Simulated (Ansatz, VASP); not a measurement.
# Two plane-wave programs on AgCl

```
Ag Cl
1.0
     0.00000    2.73500    2.73500
     2.73500    0.00000    2.73500
     2.73500    2.73500    0.00000
Ag Cl
1 1
Direct
  0.00000 0.00000 0.00000
  0.50000 0.50000 0.50000
```

Alike in both runs: functional PBEsol; k mesh 8 × 8 × 8; occupations fermi-dirac, width 0.05 eV; non-collinear spin, spin-orbit coupling.

|  | VASP | Ansatz |
| --- | --- | --- |
| version | VASP 6.6.1 | Ansatz 0.2.0 |
| potentials or method | VASP PAW PBE potentials, release 64 (Ag, Cl) | Ansatz PAW |
| plane-wave cutoff (eV) | 520 | 420 |
| valence electrons in the cell | 18 | 26 |
| task | single point | band structure |

Ansatz gave:

| Property | Result |
| --- | --- |
| pressure (GPa) | -0.7 |
| net moment per atom (μB) | 0.00 |

Task: Estimate VASP's values.

Result: Pressure (GPa): -0.8; net moment per atom (μB): 0.00.

VASP's potentials were made for PBE, not for PBEsol. VASP's potentials hold 18 valence electrons a cell and Ansatz's 26, so a difference there can come from the potentials and not from the codes.
